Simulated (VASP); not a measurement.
A run of VASP 6.6.1 is set up as follows.

File INCAR:

```
SYSTEM = Zn3SnO
ALGO = Normal ; EDIFF = 1E-7
EDIFFG = -0.01 ; ENCUT = 600
GGA = PE ; IBRION = 2
ISIF = 3 ; ISMEAR = 0
LASPH = .True. ; LCHARG = .False.
LREAL = .False. ; LWAVE = .False.
NELM = 60 ; NSW = 100
PREC = Accurate ; SIGMA = 0.1
```

File KPOINTS:

```
k-points
0
Gamma
  8 8 8
  0 0 0
```

POSCAR

```
Zn3SnO
1.0
    5.0872065693      0.0000000000      0.0000000000
    0.0000000000      5.0872065693      0.0000000000
    0.0000000000      0.0000000000      5.0872065693
Zn Sn O
3 1 1
Direct
    0.0000000000      0.5000000000      0.5000000000
    0.5000000000      0.0000000000      0.5000000000
    0.5000000000      0.5000000000      0.0000000000
    0.5000000000      0.5000000000      0.5000000000
    0.0000000000      0.0000000000      0.0000000000
```

Potentials or basis: VASP PAW PBE potentials, release 64 (Zn, Sn_d, O).

Command:

```bash
$ cat potpaw_PBE.64/Zn/POTCAR potpaw_PBE.64/Sn_d/POTCAR potpaw_PBE.64/O/POTCAR > POTCAR
$ mpirun -np 1 vasp_std > vasp.out
```

(1) Estimate the band gap on the k mesh.

Results:

(1) zero (bands 28 and 29 overlap by 0.21 eV).

Caveat: the relaxation stopped at its first step, so nothing moved; semilocal functionals underestimate gaps, so a narrow gap can read as zero; spin-orbit coupling is left out, which moves the levels of the heavy elements.
